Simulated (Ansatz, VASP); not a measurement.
Mg2ZrH6: VASP beside Ansatz

```
Mg Zr H
1.0
     0.00000    3.65082    3.65082
     3.65082    0.00000    3.65082
     3.65082    3.65082    0.00000
Mg Zr H
2 1 6
Direct
  0.75000 0.75000 0.75000
  0.25000 0.25000 0.25000
  0.00000 0.00000 0.00000
  0.50000 0.00000 0.00000
  0.00000 0.50000 0.50000
  0.00000 0.50000 0.00000
  0.50000 0.00000 0.50000
  0.00000 0.00000 0.50000
  0.50000 0.50000 0.00000
```

Change from the starting cell: ordered vacancies on the A sites of perovskite (Fm-3m, No. 225).

Alike in both runs: functional PBE; k mesh 4 × 4 × 4; occupations gaussian, width 0.1 eV; no spin polarisation.

Ansatz relaxed the structure, and its values are those at the end. VASP's run is a single point on that final structure, the one shown.

```csv
,VASP,Ansatz
version,VASP 6.6.1,Ansatz 0.2.0
potentials or method,"VASP PAW PBE potentials, release 64 (Mg, Zr_sv, H), cutoff 520 eV","scalar-relativistic, plane waves, PAW"
valence electrons in the cell,22,38
```

Ansatz gave:

| Item | Value |
| --- | --- |
| gap on the k mesh at the Fermi level (eV) | none |
| pressure (GPa) | 0.2 |

**Question.** What did VASP give for the same quantities?

**Answer.** gap on the k mesh at the Fermi level (eV): none; pressure (GPa): 0.0.

A gap of «none» marks a metal or a gap that the smearing closes. VASP's potentials hold 22 valence electrons a cell and Ansatz's 38, so a difference there can come from the potentials and not from the codes.

The k mesh is coarse, so the values compare programs but aren't converged.
